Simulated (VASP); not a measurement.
# Zr (I4_1/amd) in VASP: further runs, part 2 of 2

VASP 6.6.1. Earlier steps stand in the parts before.

**3. Single point, PBE (volume scaled by 0.6)**

Contents of INCAR:

```
SYSTEM = Zr
  ALGO = Normal
  EDIFF = 1E-6
  ENCUT = 500
  GGA = PE
  GGA_COMPAT = .False.
  ISIF = 2
  ISMEAR = -1
  LASPH = .True.
  LCHARG = .False.
  LREAL = .False.
  LWAVE = .False.
  NBANDS = 19
  NELM = 120
  PREC = Accurate
  SIGMA = 0.1
```

Contents of KPOINTS:

```
k-points
0
Gamma
  14 14 14
  0 0 0
```

Contents of POSCAR:

```
Zr
1.0
   -2.3347164808      2.3347164808      1.2991157950
    2.3347164808     -2.3347164808      1.2991157950
    2.3347164808      2.3347164808     -1.2991157950
Zr
2
Direct
   -0.3750000000     -0.1250000000     -0.2500000000
    0.3750000000      0.1250000000      0.2500000000
```

Potentials or basis: VASP PAW PBE potentials, release 64 (Zr_sv).

Run with:

```bash
cat potpaw_PBE.64/Zr_sv/POTCAR > POTCAR
mpirun -np 1 vasp_std > vasp.out
```

It took 1.8 min on 1 thread of Intel Xeon 6975P-C, shared host; peak memory 0.24 GiB.

The run converged. Its results:

```yaml
Free_energy: -12.0708 eV
Pressure: 103.5 GPa
Band_gap_on_the_k_mesh: zero (band 12 reaches 16.24 eV, above the bottom of band 13 at 13.60 eV)
```

Stress tensor (GPa, compression positive):
```
103.54   0.00   0.00
  0.00 103.54   0.00
  0.00   0.00 103.31
```

Levels at points of the mesh, in eV from the Fermi level:
| k point | band 9 | band 10 | band 11 | band 12 | band 13 | band 14 | band 15 | band 16 |
| --- | --- | --- | --- | --- | --- | --- | --- | --- |
| (0.00, 0.00, 0.00) | -6.17 | -5.00 | -2.54 | -1.59 | -0.64 | 3.92 | 3.92 | 4.29 |
| (0.50, 0.00, 0.00) | -4.56 | -3.95 | -2.00 | 0.08 | 1.36 | 2.92 | 4.22 | 4.26 |
| (0.50, 0.50, 0.00) | -2.97 | -2.97 | -1.12 | -1.12 | 1.70 | 1.70 | 4.56 | 4.56 |
| (0.50, 0.50, 0.50) | -2.58 | -2.58 | -0.04 | -0.04 | 2.70 | 2.70 | 3.89 | 3.89 |

Caveat: the cell differs from its parent crystal (volume scaled by 0.6).

**4. Single point, PBE**

This run uses another cell than the first one, of 16.52 Å³/atom, 1.167 times its volume.

Contents of INCAR:

```
PREC = Accurate
ENCUT = 500
EDIFF = 1E-6
ISMEAR = -1
SIGMA = 0.1
LREAL = F
LASPH = T
NELM = 120
ALGO = Normal
ISIF = 2
LWAVE = F
LCHARG = T
GGA = PE
LELF = T
LVHAR = T
NBANDS = 19
GGA_COMPAT = F
```

Contents of KPOINTS:

```
Automatic mesh
0
Gamma
  14 14 14
```

Contents of POSCAR:

```
Zr
1.0
   -2.4577587965      2.4577587965      1.3676797995
    2.4577587965     -2.4577587965      1.3676797995
    2.4577587965      2.4577587965     -1.3676797995
Zr
2
Direct
   -0.3750000000     -0.1250000000     -0.2500000000
    0.3750000000      0.1250000000      0.2500000000
```

Potentials or basis: VASP PAW PBE potentials, release 64 (Zr_sv).

Run with:

```bash
cat potpaw_PBE.64/Zr_sv/POTCAR > POTCAR
mpirun -np 1 vasp_std > vasp.out
```

OUTCAR:

```text
PREC = Accurate
   ENCUT = 500
   EDIFF = 1E-6
   ISMEAR = -1
   LREAL = F
   LASPH = T
   NELM = 120
   ISIF = 2
   GGA = PE

 ion  position               nearest neighbor table
   1  0.625  0.875  0.750-   2 2.55   2 2.55   2 2.55   2 2.55   2 3.20   2 3.20   2 3.20   2 3.20

   2  0.375  0.125  0.250-   1 2.55   1 2.55   1 2.55   1 2.55   1 3.20   1 3.20   1 3.20   1 3.20

  LATTYP: Found a body centered tetragonal cell.
 ALAT       =     4.9155175930
 C/A-ratio  =     0.5564743788

  Lattice vectors:

[... 191 lines left out ...]
      4     -14.5796      2.00000
      5     -12.0676      2.00000
      6     -12.0289      2.00000
[... 505 lines left out ...]
      6     -13.5074      2.00000
[... 11 lines left out ...]
     18      20.6915      0.00000
     19      22.0846      0.00000

 [... further k-points ...]
[... 5 lines left out ...]
  --------------------------------------------------------------------------------------
  -------------------------------------------------------------------------------------
  Total       11.0986927     11.0986927     11.0393972      0.0000000     -0.0000000     -0.0000000
  in kB      538.0956306    538.0956306    535.2208205      0.0000000     -0.0000000     -0.0000000
  external PRESSURE =     537.1373606 kB  Pullay stress =       0.0000000 kB

 VOLUME and BASIS-vectors are now :
 -----------------------------------------------------------------------------
  energy-cutoff  :      500.00
  volume of cell :       33.05
      direct lattice vectors                 reciprocal lattice vectors
    -2.457758796  2.457758796  1.367679800     0.000000000  0.203437376  0.365582646
     2.457758796 -2.457758796  1.367679800     0.203437376  0.000000000  0.365582646
     2.457758796  2.457758796 -1.367679800     0.203437376  0.203437376  0.000000000

 POSITION                                       TOTAL-FORCE (eV/Angst)
 -----------------------------------------------------------------------------------
      2.45776      1.22888      1.02576        -0.000000      0.000000     -0.000000
      0.00000      1.22888      0.34192         0.000000     -0.000000      0.000000
 -----------------------------------------------------------------------------------
    total drift:                               -0.000000      0.000000     -0.000000

  FREE ENERGIE OF THE ION-ELECTRON SYSTEM (eV)
  ---------------------------------------------------
  free  energy   TOTEN  =       -14.3122064751 eV

  energy  without entropy=      -14.2431898203  energy(sigma->0) =      -14.27769815
```

Run time: 100 s. Hardware: 1 thread of Intel Xeon 6975P-C, shared host; peak memory 0.25 GiB.

Results:

| Property | Result |
| --- | --- |
| Free energy | -14.3122 eV |
| Pressure | 53.7 GPa |
| Band gap on the k mesh | zero (band 12 reaches 13.48 eV, above the bottom of band 13 at 11.58 eV) |

Stress tensor (GPa, compression positive):
```
53.81  0.00  0.00
 0.00 53.81  0.00
 0.00  0.00 53.52
```

Levels at points of the mesh, in eV from the Fermi level:
```csv
k point,band 9,band 10,band 11,band 12,band 13,band 14,band 15,band 16
"(0.00, 0.00, 0.00)",-5.21,-4.92,-1.96,-1.20,-0.25,3.81,3.81,4.06
"(0.50, 0.00, 0.00)",-3.66,-3.27,-1.54,-0.04,1.52,2.59,3.14,4.05
"(0.50, 0.50, 0.00)",-2.68,-2.68,-0.90,-0.90,1.38,1.38,3.63,3.63
"(0.50, 0.50, 0.50)",-2.42,-2.42,0.03,0.03,2.09,2.09,3.62,3.62
```

**5. Single point, PBE**

Contents of INCAR:

```
SYSTEM = Zr
PREC = Accurate
ENCUT = 500
EDIFF = 1E-6
ISMEAR = -1
SIGMA = 0.1
LREAL = .FALSE.
LASPH = .TRUE.
NELM = 120
ALGO = Normal
ISIF = 2
LWAVE = .FALSE.
LCHARG = .FALSE.
GGA = PE
NBANDS = 19
GGA_COMPAT = .FALSE.
```

Contents of KPOINTS:

```
regular mesh
0
G
  14 14 14
  0 0 0
```

POSCAR is that of step 4.

Run with:

```bash
cat potpaw_PBE.64/Zr_sv/POTCAR > POTCAR
mpirun -np 1 vasp_std > vasp.out
```

It took 90 s on 1 thread of Intel Xeon 6975P-C, shared host; peak memory 0.24 GiB.

Results (log left out):

```yaml
Free_energy: -14.3122 eV
Pressure: 53.7 GPa
Band_gap_on_the_k_mesh: zero (band 12 reaches 13.48 eV, above the bottom of band 13 at 11.58 eV)
```

Stress tensor (GPa, compression positive):
```
53.81  0.00  0.00
 0.00 53.81  0.00
 0.00  0.00 53.52
```

Levels at points of the mesh, in eV from the Fermi level:
```
           k point  band 8  band 9  band 10  band 11  band 12  band 13  band 14  band 15  band 16  band 17
(0.00, 0.00, 0.00)  -24.74   -5.21    -4.92    -1.96    -1.20    -0.25     3.81     3.81     4.06     4.06
(0.50, 0.00, 0.00)  -24.64   -3.66    -3.27    -1.54    -0.04     1.52     2.59     3.14     4.05     6.74
(0.50, 0.50, 0.00)  -24.74   -2.68    -2.68    -0.90    -0.90     1.38     1.38     3.63     3.63     5.99
(0.50, 0.50, 0.50)  -24.37   -2.42    -2.42     0.03     0.03     2.09     2.09     3.62     3.62     5.15
```

**6. Single point, PBE**

This run uses another cell than the first one, of 18.88 Å³/atom, 1.333 times its volume.

Contents of INCAR:

```
ALGO = Normal
EDIFF = 1E-6
ENCUT = 500
GGA = PE
GGA_COMPAT = False
ISIF = 2
ISMEAR = -1
LASPH = True
LCHARG = False
LREAL = False
LWAVE = False
NBANDS = 19
NELM = 120
PREC = Accurate
SIGMA = 0.1
```

Contents of KPOINTS:

```
k-points
0
Gamma
  14 14 14
```

Contents of POSCAR:

```
Zr
1.0
   -2.5700442759      2.5700442759      1.4294655296
    2.5700442759     -2.5700442759      1.4294655296
    2.5700442759      2.5700442759     -1.4294655296
Zr
2
Direct
   -0.3750000000     -0.1250000000     -0.2500000000
    0.3750000000      0.1250000000      0.2500000000
```

Potentials or basis: VASP PAW PBE potentials, release 64 (Zr_sv).

Run with:

```bash
cat potpaw_PBE.64/Zr_sv/POTCAR > POTCAR
mpirun -np 1 vasp_std > vasp.out
```

OUTCAR:

```text
EDIFF = 1E-6
   ENCUT = 500
   GGA = PE
   ISIF = 2
   ISMEAR = -1
   LASPH = True
   LREAL = False
   NELM = 120
   PREC = Accurate

 ion  position               nearest neighbor table
   1  0.625  0.875  0.750-   2 2.67   2 2.67   2 2.67   2 2.67   2 3.35   2 3.35   2 3.35   2 3.35

   2  0.375  0.125  0.250-   1 2.67   1 2.67   1 2.67   1 2.67   1 3.35   1 3.35   1 3.35   1 3.35

  LATTYP: Found a body centered tetragonal cell.
 ALAT       =     5.1400885518
 C/A-ratio  =     0.5562026861
[... 718 lines left out ...]

------------------------ aborting loop because EDIFF is reached ----------------------------------------

  FORCE on cell =-STRESS in cart. coord.  units (eV):
  Direction    XX          YY          ZZ          XY          YZ          ZX
  --------------------------------------------------------------------------------------
  -------------------------------------------------------------------------------------
  Total        6.2255875      6.2255875      6.1723975     -0.0000000     -0.0000000     -0.0000000
  in kB      264.1046416    264.1046416    261.8481923     -0.0000000     -0.0000000     -0.0000000
  external PRESSURE =     263.3524918 kB  Pullay stress =       0.0000000 kB

 VOLUME and BASIS-vectors are now :
 -----------------------------------------------------------------------------
  energy-cutoff  :      500.00
  volume of cell :       37.77
      direct lattice vectors                 reciprocal lattice vectors
    -2.570044276  2.570044276  1.429465530     0.000000000  0.194549177  0.349781082
     2.570044276 -2.570044276  1.429465530     0.194549177  0.000000000  0.349781082
     2.570044276  2.570044276 -1.429465530     0.194549177  0.194549177  0.000000000

 POSITION                                       TOTAL-FORCE (eV/Angst)
 -----------------------------------------------------------------------------------
      2.57004      1.28502      1.07210         0.000000      0.000000      0.000000
      0.00000      1.28502      0.35737        -0.000000     -0.000000     -0.000000
 -----------------------------------------------------------------------------------
    total drift:                               -0.000000      0.000000     -0.000000

  FREE ENERGIE OF THE ION-ELECTRON SYSTEM (eV)
  ---------------------------------------------------
  free  energy   TOTEN  =       -15.4568297718 eV

  energy  without entropy=      -15.3742406129  energy(sigma->0) =      -15.41553519
```

stdout:

```text
POSCAR found type information on POSCAR Zr
 POSCAR found :  1 types and       2 ions
 scaLAPACK will be used
 LDA part: xc-table for (Slater+PW92), standard interpolation
 POSCAR, INCAR and KPOINTS ok, starting setup
 FFT: planning ... GRIDC
 FFT: planning ... GRID_SOFT
 FFT: planning ... GRID
 WAVECAR not read
 entering main loop
```

Wall time 97 s (1 thread of Intel Xeon 6975P-C, shared host); peak memory 0.26 GiB.

Results:

* Free energy: -15.4568 eV
* Pressure: 26.3 GPa
* Band gap on the k mesh: zero (band 12 reaches 11.34 eV, above the bottom of band 13 at 10.00 eV)

**7. Summary**

```tsv
cell	gap on the mesh (eV)	pressure (GPa)
a = 3.548 Å, angles 97.7, 97.7, 137.0°, 2 atoms	none	103.5
a = 3.735 Å, angles 97.7, 97.7, 137.0°, 2 atoms	none	53.7
a = 3.906 Å, angles 97.7, 97.7, 137.1°, 2 atoms	none	26.3
```

Alike in all rows: task single point; level PBE; potentials or basis VASP PAW PBE potentials, release 64 (Zr_sv); no spin polarisation; k mesh 14 × 14 × 14; cutoff (eV) 500; smearing fermi-dirac 0.1 eV.

Absolute energies hang on the potentials; compare differences alone.
